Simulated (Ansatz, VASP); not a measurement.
## CuI: VASP beside Ansatz

The input INCAR:

```
ALGO     = Normal         # electronic algorithm
EDIFF    = 1E-7           # SCF threshold, eV
ENCUT    = 520            # plane-wave cutoff, eV
GGA      = PE             # functional
ISIF     = 2              # what is computed and relaxed
ISMEAR   = 0              # smearing method
LASPH    = T              # aspherical terms in the spheres
LCHARG   = T              # write CHGCAR
LELF     = T              # ELF
LREAL    = F              # projectors in reciprocal space
LVHAR    = T            
LWAVE    = F              # write WAVECAR
NBANDS   = 16             # bands
NELM     = 60             # most SCF steps
PREC     = Accurate       # precision mode
SIGMA    = 0.05           # smearing width, eV
```

The input KPOINTS:

```
k-points
0
Gamma
  8 8 8
```

POSCAR

```
CuI
1.0
    0.0000000000      2.7915513564      2.9060497151
    2.9060497151      0.0000000000      2.9060497151
    2.9060497151      2.7915513564      0.0000000000
Cu I
1 1
Direct
    0.7500000000      0.7500000000      0.7500000000
    0.0000000000      0.0000000000      0.0000000000
```

Input for Ansatz:

```yaml
crystal:
  lattice:
    - [0.0, 2.7915513564, 2.9060497151]
    - [2.9060497151, 0.0, 2.9060497151]
    - [2.9060497151, 2.7915513564, 0.0]
  atoms:
    - { symbol: Cu, position: [0.75, 0.75, 0.75] }
    - { symbol: I, position: [0.0, 0.0, 0.0] }
basis:
  ecutwfc: 520.0
kpoints:
  mp_grid: { grid: [8, 8, 8] }
hamiltonian:
  xc: pbe
scf:
  occupations: { method: gaussian, width: 0.05 }
output:
  forces: true
  stress: true
  eigenvalues: true
```

Alike in both runs: task single point; functional PBE; k mesh 8 × 8 × 8; occupations gaussian, width 0.05 eV; no spin polarisation.

|  | VASP | Ansatz |
| --- | --- | --- |
| version | VASP 6.6.1 | Ansatz 0.2.0 |
| potentials or method | VASP PAW PBE potentials, release 64 (Cu, I), cutoff 520 eV | scalar-relativistic, plane waves, PAW |
| valence electrons in the cell | 18 | 36 |

Ansatz gave:

```
gap on the k mesh at the Fermi level (eV)                     : 1.57
least direct gap on the mesh (eV)                             : 1.57
pressure (GPa)                                                : 10.7
traceless stress, the component that is largest in VASP (GPa) : 0.28
```

**Question.** What did VASP give for the same quantities?

**Answer.** gap on the k mesh at the Fermi level (eV): 1.60; least direct gap on the mesh (eV): 1.60; pressure (GPa): 10.8; traceless stress, the component that is largest in VASP (GPa): 0.27.

VASP's potentials hold 18 valence electrons a cell and Ansatz's 36, so a difference there can come from the potentials and not from the codes.

Neither program's run includes spin-orbit coupling.
